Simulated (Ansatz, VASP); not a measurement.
One calculation of PbS, two programs

The input INCAR:

```
  PREC = Accurate
  ENCUT = 520
  EDIFF = 1E-6
  ISMEAR = -1
  SIGMA = 0.05
  LREAL = False
  LASPH = True
  NELM = 60
  ALGO = Normal
  ISIF = 2
  LWAVE = False
  LCHARG = False
  GGA = PS
  NBANDS = 17
```

Contents of KPOINTS:

```
Automatic mesh
0
Gamma
  7 7 7
```

POSCAR

```
PbS
1.0
   -0.0148287500      2.9657500000      2.9657500000
    2.9657500000     -0.0148287500      2.9657500000
    2.9509212500      2.9509212500      0.0000000000
Pb S
1 1
Direct
    0.0000000000      0.0000000000      0.0000000000
    0.5000000000      0.5000000000      0.5000000000
```

The input input.yaml:

```yaml
crystal:
  lattice:
    - [-0.01482875, 2.96575, 2.96575]
    - [2.96575, -0.01482875, 2.96575]
    - [2.95092125, 2.95092125, 0.0]
  atoms:
    - { symbol: Pb, position: [0.0, 0.0, 0.0] }
    - { symbol: S, position: [0.5, 0.5, 0.5] }
hamiltonian:
  xc: pbesol
  pseudopotentials: { kind: paw }
kpoints:
  mp_grid: { grid: [7, 7, 7] }
  band_path:
    path:
      - [[0.0, 0.0, 0.0], [-0.373753125, -0.373753125, -0.74750625], [-0.4975, -0.25000625, -0.74750625], [-0.5, 0.0, -0.5], [-0.25, 0.25, -0.5], [0.0, 0.0, -0.5], [0.373753125, 0.373753125, -0.25249375], [0.5, 0.5, 0.0], [0.0, 0.0, 0.0], [-0.376253125, 0.376253125, 0.0], [0.0, 0.5, 0.0], [-0.25, 0.25, -0.5]]
      - [[-0.5025, 0.25000625, -0.25249375], [-0.376253125, 0.376253125, 0.0]]
      - [[0.376253125, 0.623746875, 0.0], [0.5, 0.5, 0.0]]
    npoints: 14
scf:
  occupations: { method: fermi_dirac, width: 0.05 }
  n_extra_bands: 6
output:
  forces: true
  stress: true
  eigenvalues: true
  fatbands: false
```

Alike in both runs: functional PBEsol; k mesh 7 × 7 × 7; occupations fermi-dirac, width 0.05 eV; no spin polarisation.

|  | VASP | Ansatz |
| --- | --- | --- |
| version | VASP 6.6.1 | Ansatz 0.2.0 |
| potentials or method | VASP PAW PBE potentials, release 64 (Pb_d, S) | Ansatz PAW |
| plane-wave cutoff (eV) | 520 | 420 |
| valence electrons in the cell | 20 | 20 |
| task | single point | band structure |

Ansatz gave:

| Quantity | Value |
| --- | --- |
| pressure (GPa) | -0.9 |
| traceless stress, the component that is largest in VASP (GPa) | 0.20 |

Problem. Estimate VASP's values.

Solution. Pressure (GPa): -1.0; traceless stress, the component that is largest in VASP (GPa): 0.20.

VASP's potentials were made for PBE, not for PBEsol. With one functional, cell and mesh, what is left measures potentials, basis and numerics.

Neither program's run includes spin-orbit coupling.
